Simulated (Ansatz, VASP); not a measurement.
**BAs in VASP and in Ansatz**

```
B As
1.0
     0.00000    2.38938    2.38938
     2.38938    0.00000    2.38938
     2.38938    2.38938    0.00000
B As
1 1
Cartesian
  3.5841 3.5841 3.5841
  0.0000 0.0000 0.0000
```

Change from the starting cell: volume scaled by 0.975, PAW files.

Alike in both runs: task electric field gradients; functional LDA; k mesh 11 × 11 × 11; occupations fermi-dirac, width 0.01 eV; no spin polarisation.

|  | VASP | Ansatz |
| --- | --- | --- |
| version | VASP 6.6.1 | Ansatz 0.2.0 |
| potentials or method | VASP PAW LDA potentials, release 64 (B, As) | PAW with Ansatz's default frozen-core files, scalar-relativistic |
| plane-wave cutoff (eV) | 520 | 420 |
| valence electrons in the cell | 8 | 18 |

```csv
,VASP,Ansatz,Ansatz less VASP
gap on the k mesh at the Fermi level (eV),1.15,1.16,+0.007
pressure (GPa),-3.2,-4.1,-0.84
```

LDA's correlation is that of Perdew and Zunger in VASP and of Perdew and Wang (1992) in Ansatz. VASP's potentials hold 8 valence electrons a cell and Ansatz's 18, so a difference there can come from the potentials and not from the codes.
